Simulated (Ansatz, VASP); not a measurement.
LiF: VASP beside Ansatz

File INCAR:

```
ALGO = Normal
EDIFF = 1E-6
ENCUT = 520
GGA = PE
ISIF = 2
ISMEAR = 0
LASPH = True
LCHARG = False
LREAL = False
LWAVE = False
NBANDS = 12
NELM = 100
PREC = Accurate
SIGMA = 0.02
```

The input KPOINTS:

```
k-points
0
Gamma
  10 10 10
```

Contents of POSCAR:

```
LiF
1.0
    0.0000000000      2.0536692437      2.0536692437
    2.0536692437      0.0000000000      2.0536692437
    2.0536692437      2.0536692437      0.0000000000
Li F
1 1
Direct
    0.0000000000      0.0000000000      0.0000000000
    0.5000000000      0.5000000000      0.5000000000
```

Input for Ansatz:

```yaml
crystal:
  lattice:
    - [0.0, 2.0536692437, 2.0536692437]
    - [2.0536692437, 0.0, 2.0536692437]
    - [2.0536692437, 2.0536692437, 0.0]
  atoms:
    - { symbol: Li, position: [0.0, 0.0, 0.0] }
    - { symbol: F, position: [0.5, 0.5, 0.5] }
basis:
  ecutwfc: 420
kpoints:
  mp_grid: { grid: [10, 10, 10] }
hamiltonian:
  xc: pbe
scf:
  occupations: { method: gaussian, width: 0.02 }
output:
  forces: true
  stress: true
  eigenvalues: true
```

Alike in both runs: task single point; functional PBE; k mesh 10 × 10 × 10; occupations gaussian, width 0.02 eV; no spin polarisation.

```csv
,VASP,Ansatz
version,VASP 6.6.1,Ansatz 0.2.0
potentials or method,"VASP PAW PBE potentials, release 64 (Li_sv, F), cutoff 520 eV","scalar-relativistic, plane waves, PAW"
valence electrons in the cell,10,10
```

|  | VASP | Ansatz | Ansatz less VASP |
| --- | --- | --- | --- |
| gap on the k mesh at the Fermi level (eV) | 8.59 | 8.59 | +0.001 |
| least direct gap on the mesh (eV) | 8.59 | 8.59 | +0.001 |

The functional is the same, so the differences come from potentials, cutoffs and numerics.

Noted on VASP's run: the cutoff is short for stress, so the pressure is rough.
